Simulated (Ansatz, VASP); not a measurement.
# Two plane-wave programs on HfB2

```
Hf B
1.0
     3.14000    0.00000    0.00000
    -1.57000    2.71932    0.00000
     0.00000    0.00000    3.48000
Hf B
1 2
Direct
  0.00000 0.00000 0.00000
  0.33333 0.66667 0.50000
  0.66667 0.33333 0.50000
```

Alike in both runs: task relaxation of cell and atoms; functional PBEsol; k mesh 16 × 16 × 12; occupations fermi-dirac, width 0.08 eV; no spin polarisation.

```csv
,VASP,Ansatz
version,VASP 6.6.1,Ansatz 0.2.0
potentials or method,"VASP PAW PBE potentials, release 64 (Hf_pv, B)","PAW with Ansatz's default frozen-core files, scalar-relativistic"
plane-wave cutoff (eV),600,420
valence electrons in the cell,16,32
```

|  | VASP | Ansatz | Ansatz less VASP |
| --- | --- | --- | --- |
| relaxed volume (Å³/atom) | 9.73 | 9.73 | +0.003 |
| relaxed cell length with the largest relative difference (Å) | 3.448 | 3.446 | -0.0017 |

VASP's potentials were made for PBE, not for PBEsol. VASP's potentials hold 16 valence electrons a cell and Ansatz's 32, so a difference there can come from the potentials and not from the codes.

Neither program's run includes spin-orbit coupling.
